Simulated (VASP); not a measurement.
# NaCl in VASP: a series of runs

The runs below take NaCl through electric field gradients, with PBEsol.

All numbers are computed with VASP 6.6.1; they aren't measurements. Logs are shortened: lines on timing, memory, paths and dates and some standing lists are left out, and cuts for length are marked.

**1. The cell of the first run**

The structure is tetragonal, space group P4/mmm (No. 123). The conventional cell has a = 2.831 Å, b = 2.831 Å, c = 2.860 Å, α = 90.00°, β = 90.00°, γ = 90.00°. Na (site symmetry 4/mmm) has 8 Cl at 2.46 Å and 6 Na at 2.83 to 2.86 Å within 3.2 Å. Cl (site symmetry 4/mmm) has 8 Na at 2.46 Å and 6 Cl at 2.83 to 2.86 Å within 3.2 Å.

**2. Electric field gradients, PBEsol (equal xx and yy strain of -1 %)**

The input, INCAR:

```
SYSTEM = NaCl
ALGO = Normal ; EDIFF = 1E-8
ENCUT = 520 ; GGA = PS
ISIF = 2 ; ISMEAR = -1
LASPH = .True. ; LCHARG = .False.
LEFG = .True. ; LREAL = .False.
LWAVE = .False. ; NBANDS = 14
NELM = 100 ; PREC = Accurate
SIGMA = 0.03
```

The input, KPOINTS:

```
k-points
0
Gamma
  9 9 9
  0 0 0
```

The input, POSCAR:

```
NaCl
1.0
    2.8314000000      0.0000000000      0.0000000000
    0.0000000000      2.8314000000      0.0000000000
    0.0000000000      0.0000000000      2.8600000000
Na Cl
1 1
Direct
    0.0000000000      0.0000000000      0.0000000000
    0.5000000000      0.5000000000      0.5000000000
```

Potentials or basis: VASP PAW PBE potentials, release 64 (Na_pv, Cl).

Run with:

```bash
cat potpaw_PBE.64/Na_pv/POTCAR potpaw_PBE.64/Cl/POTCAR > POTCAR
mpirun -np 1 vasp_std > vasp.out
```

OUTCAR:

```text
SYSTEM = NaCl
   EDIFF = 1E-8
   ENCUT = 520
   GGA = PS
   ISIF = 2
   ISMEAR = -1
   LASPH = .True.
   LREAL = .False.
   NELM = 100
   PREC = Accurate

 ion  position               nearest neighbor table
   1  0.000  0.000  0.000-   2 2.46   2 2.46   2 2.46   2 2.46   2 2.46   2 2.46   2 2.46   2 2.46

   2  0.500  0.500  0.500-   1 2.46   1 2.46   1 2.46   1 2.46   1 2.46   1 2.46   1 2.46   1 2.46

  LATTYP: Found a simple tetragonal cell.
 ALAT       =     2.8314000000
 C/A-ratio  =     1.0101010101

  Lattice vectors:

 A1 = (   2.8314000000,   0.0000000000,   0.0000000000)
 A2 = (   0.0000000000,   2.8314000000,   0.0000000000)
 A3 = (   0.0000000000,   0.0000000000,   2.8600000000)

Analysis of symmetry for initial positions (statically):
=====================================================================
 Subroutine PRICEL returns:
 Original cell was already a primitive cell.

 Routine SETGRP: Setting up the symmetry group for a
 simple tetragonal supercell.

 Subroutine GETGRP returns: Found 16 space group operations
 (whereof 16 operations were pure point group operations)
 out of a pool of 16 trial point group operations.

The static configuration has the point symmetry D_4h.

Analysis of symmetry for dynamics (positions and initial velocities):
=====================================================================
 Subroutine PRICEL returns:
 Original cell was already a primitive cell.

 Routine SETGRP: Setting up the symmetry group for a
 simple tetragonal supercell.

 Subroutine GETGRP returns: Found 16 space group operations
 (whereof 16 operations were pure point group operations)
 out of a pool of 16 trial point group operations.

The dynamic configuration has the point symmetry D_4h.

 Subroutine INISYM returns: Found 16 space group operations
 (whereof 16 operations are pure point group operations),
 and found     1 'primitive' translations

----------------------------------------------------------------------------------------

                                     Primitive cell

  volume of cell :      22.9281

  direct lattice vectors                    reciprocal lattice vectors
     2.831400000  0.000000000  0.000000000     0.353182171  0.000000000  0.000000000
     0.000000000  2.831400000  0.000000000     0.000000000  0.353182171  0.000000000
     0.000000000  0.000000000  2.860000000     0.000000000  0.000000000  0.349650350

  length of vectors
     2.831400000  2.831400000  2.860000000     0.353182171  0.353182171  0.349650350

  position of ions in fractional coordinates (direct lattice)
     0.000000000  0.000000000  0.000000000
     0.500000000  0.500000000  0.500000000

  ion indices of the primitive-cell ions
   primitive index   ion index
                 1           1
                 2           2

----------------------------------------------------------------------------------------

 KPOINTS: k-points

Automatic generation of k-mesh.
 Grid dimensions read from file:
 generate k-points for:    9    9    9

 Generating k-lattice:

  Cartesian coordinates                     Fractional coordinates (reciprocal lattice)
     0.039242463  0.000000000  0.000000000     0.111111111  0.000000000  0.000000000
     0.000000000  0.039242463  0.000000000     0.000000000  0.111111111  0.000000000
     0.000000000  0.000000000  0.038850039     0.000000000  0.000000000  0.111111111

  Length of vectors
     0.039242463  0.039242463  0.038850039

  Shift w.r.t. Gamma in fractional coordinates (k-lattice)
     0.000000000  0.000000000  0.000000000

 Subroutine IBZKPT returns following result:
 ===========================================

 Found     75 irreducible k-points:

 Following reciprocal coordinates:
            Coordinates               Weight
  0.000000  0.000000  0.000000      1.000000
  0.111111  0.000000  0.000000      4.000000
  0.222222  0.000000  0.000000      4.000000
  0.333333  0.000000  0.000000      4.000000
  0.444444  0.000000  0.000000      4.000000
  0.111111  0.111111  0.000000      4.000000
[... 16 lines left out ...]
  0.333333  0.111111  0.111111     16.000000
  0.444444  0.111111  0.111111     16.000000
 [... further k-points ...]
   k-points           NKPTS =     75   k-points in BZ     NKDIM =     75   number of bands    NBANDS=     14
   number of dos      NEDOS =    301   number of ions     NIONS =      2
   total plane-waves  NPLWV =  13824
   dimension x,y,z NGX =    24 NGY =   24 NGZ =   24
   dimension x,y,z NGXF=    48 NGYF=   48 NGZF=   48
   ions per type =               1   1
   NGX,Y,Z   is equivalent  to a cutoff of  14.09, 14.09, 13.95 a.u.
   NGXF,Y,Z  is equivalent  to a cutoff of  28.18, 28.18, 27.90 a.u.
 SYSTEM =  NaCl
   PREC   = accura    normal or accurate (medium, high low for compatibility)
   ISTART =      0    job   : 0-new  1-cont  2-samecut
   ICHARG =      2    charge: 1-file 2-atom 10-const
   ISPIN  =      1    spin polarized calculation?
   LNONCOLLINEAR =      F non collinear calculations
   LSORBIT =      F    spin-orbit coupling
   LASPH  =      T    aspherical Exc in radial PAW
   ENCUT  =  520.0 eV  38.22 Ry    6.18 a.u.   5.26  5.26  5.32*2*pi/ulx,y,z
   NELM   =    100;   NELMIN=  2; NELMDL= -5     # of ELM steps
   EDIFF  = 0.1E-07   stopping-criterion for ELM
   LREAL  =      F    real-space projection
   EDIFFG = 0.1E-06   stopping-criterion for IOM
   NSW    =      0    number of steps for IOM
   IBRION =     -1    ionic relax: 0-MD 1-quasi-New 2-CG
   NFREE  =      0    steps in history (QN), initial steepest desc. (CG)
   ISIF   =      2    stress and relaxation
   ISYM   =      2    0-nonsym 1-usesym 2-fastsym
   POTIM  = 0.5000    time-step for ionic-motion
   TEBEG  =    0.0;   TEEND  =   0.0 temperature during run
   PSTRESS=    0.0 pullay stress
   NELECT =      14.0000    total number of electrons
   NUPDOWN=      -1.0000    fix difference up-down
   EMIN   =  10.00;   EMAX   =-10.00  energy-range for DOS
   EFERMI =   0.00;   METHOD = LEGACY
   ISMEAR =    -1;   SIGMA  =   0.03  broadening in eV -4-tet -1-fermi 0-gaus
   EFERMI_NEDOS =   21; number of points for ismear=-14 and -15
   IALGO  =     38    algorithm
   IMIX   =      4    mixing-type and parameters
     AMIX     =   0.40;   BMIX     =  1.00
     AMIX_MAG =   1.60;   BMIX_MAG =  1.00
  volume/ion in A,a.u.               =      11.46        77.36
  Fermi-wavevector in a.u.,A,eV,Ry     =   1.388869  2.624582 26.245062  1.928958
  Thomas-Fermi vector in A             =   2.512954
   LORBIT       =      0    0 simple, 1 ext, 2 COOP (PROOUT), +10 PAW based schemes
   GGA     = PS    functional components
   LHFCALC =     F    Hartree Fock is set to
   AEXX    =    0.0000 exact exchange contribution
   IVDW    =     0    specifies the selected vdW correction
   LEPSILON=     F    determine dielectric tensor
   LRPA    =     F    only Hartree local field effects (RPA)
 non-spin polarized calculation
  energy-cutoff  :      520.00
  volume of cell :       22.93
 maximum number of plane-waves:       635
 NGX is ok and might be reduce to    24
   NGX = 11   NGY = 11   NGZ = 11

 number of electron      13.9999997 magnetization

 Free energy of the ion-electron system (eV)
  ---------------------------------------------------
  ext. energy  EPLUGINS =         0.00000000
  ---------------------------------------------------
  free energy    TOTEN  =        -4.59685490 eV

  energy without entropy =       -4.59685490  energy(sigma->0) =       -4.59685490

 E-fermi :   7.6788     XC(G=0): -11.6692

 val. band max:        7.0532969411   @ k =   0.4444   0.0000   0.4444
 cond. band min:      11.4843257714   @ k =   0.4444   0.0000   0.4444
 fundamental gap:      4.4310288303
 Fermi energy:         7.6787719732

 k-point     1 :       0.0000    0.0000    0.0000
  band No.  band energies     occupation
      1     -15.6034      2.00000
      2     -15.5948      2.00000
      3     -15.5948      2.00000
      4     -10.1275      2.00000
      5       5.6275      2.00000
      6       5.8111      2.00000
      7       5.8111      2.00000
      8      13.3683      0.00000
      9      13.5065      0.00000
     10      14.4510      0.00000
     11      24.8799      0.00000
     12      24.8799      0.00000
     13      25.1101      0.00000
     14      29.4898      0.00000
[... 375 lines left out ...]
 k-point    24 :       0.4444    0.1111    0.1111
  band No.  band energies     occupation
      1     -16.0292      2.00000
      2     -15.6004      2.00000
      3     -15.5864      2.00000
      4      -8.2443      2.00000
      5       0.3204      2.00000
      6       5.4195      2.00000
      7       5.6170      2.00000
      8      16.9301      0.00000
      9      17.1505      0.00000
     10      17.4858      0.00000
     11      17.8088      0.00000
     12      23.3608      0.00000
     13      23.4910      0.00000
     14      24.2011      0.00000

 [... further k-points ...]
[... 5 lines left out ...]
  --------------------------------------------------------------------------------------
  -------------------------------------------------------------------------------------
  Total        9.4548065      9.4548065      9.0755455      0.0000000      0.0000000     -0.0000000
  in kB      660.6854420    660.6854420    634.1833444      0.0000000      0.0000000     -0.0000000
  external PRESSURE =     651.8514095 kB  Pullay stress =       0.0000000 kB

 VOLUME and BASIS-vectors are now :
 -----------------------------------------------------------------------------
  energy-cutoff  :      520.00
  volume of cell :       22.93
      direct lattice vectors                 reciprocal lattice vectors
     2.831400000  0.000000000  0.000000000     0.353182171  0.000000000  0.000000000
     0.000000000  2.831400000  0.000000000     0.000000000  0.353182171  0.000000000
     0.000000000  0.000000000  2.860000000     0.000000000  0.000000000  0.349650350

 POSITION                                       TOTAL-FORCE (eV/Angst)
 -----------------------------------------------------------------------------------
      0.00000      0.00000      0.00000         0.000000      0.000000      0.000000
      1.41570      1.41570      1.43000         0.000000      0.000000      0.000000
 -----------------------------------------------------------------------------------
    total drift:                                0.000000     -0.000000     -0.000000

  FREE ENERGIE OF THE ION-ELECTRON SYSTEM (eV)
  ---------------------------------------------------
  free  energy   TOTEN  =        -4.5968549015 eV

  energy  without entropy=       -4.5968549015  energy(sigma->0) =       -4.59685490

 Electric field gradients (V/A^2)
---------------------------------------------------------------------
 ion       V_xx      V_yy      V_zz      V_xy      V_xz      V_yz
---------------------------------------------------------------------
   1       0.329     0.329    -0.659    -0.000    -0.000    -0.000
   2      -2.832    -2.832     5.663    -0.000     0.000     0.000
---------------------------------------------------------------------

 Electric field gradients after diagonalization (V/A^2)
 (convention: |V_zz| > |V_xx| > |V_yy|)
----------------------------------------------------------------------
 ion       V_xx      V_yy      V_zz     asymmetry (V_yy - V_xx)/ V_zz
----------------------------------------------------------------------
   1       0.329     0.329    -0.659       0.000
   2      -2.832    -2.832     5.663       0.000
----------------------------------------------------------------------

           NMR quadrupolar parameters

 Cq : quadrupolar parameter    Cq=e*Q*V_zz/h
 eta: asymmetry parameters     (V_yy - V_xx)/ V_zz
 Q  : nuclear electric quadrupole moment in mb (millibarn)
----------------------------------------------------------------------
 ion       Cq(MHz)       eta       Q (mb)
----------------------------------------------------------------------
   1      -0.002       0.000       1.000
   2       0.014       0.000       1.000
----------------------------------------------------------------------
```

It took 10 s on 1 thread of Intel Xeon Platinum 8488C (Sapphire Rapids), shared host; peak memory 0.14 GiB.

What came out:

```
Free energy            : -4.5969 eV
Pressure               : 65.2 GPa
Band gap on the k mesh : 4.43 eV, direct
```

Stress tensor (GPa, compression positive):
```
66.07  0.00  0.00
 0.00 66.07  0.00
 0.00  0.00 63.42
```

Electric field gradients, principal values (V/Å²):
| atom | least | middle | greatest (by size) |
| --- | --- | --- | --- |
| 1 Na | 0.329 | 0.329 | -0.659 |
| 2 Cl | -2.832 | -2.832 | 5.663 |

Caveat: the cell differs from its parent crystal (equal xx and yy strain of -1 %); without QUAD_EFG the Cq values of the log hold for a quadrupole moment of 1 mb, not for the nuclei; the PAW data sets were made with another functional, which shifts forces and pressure a little. A k mesh can miss the band edges.

[end of part 1 of 3]
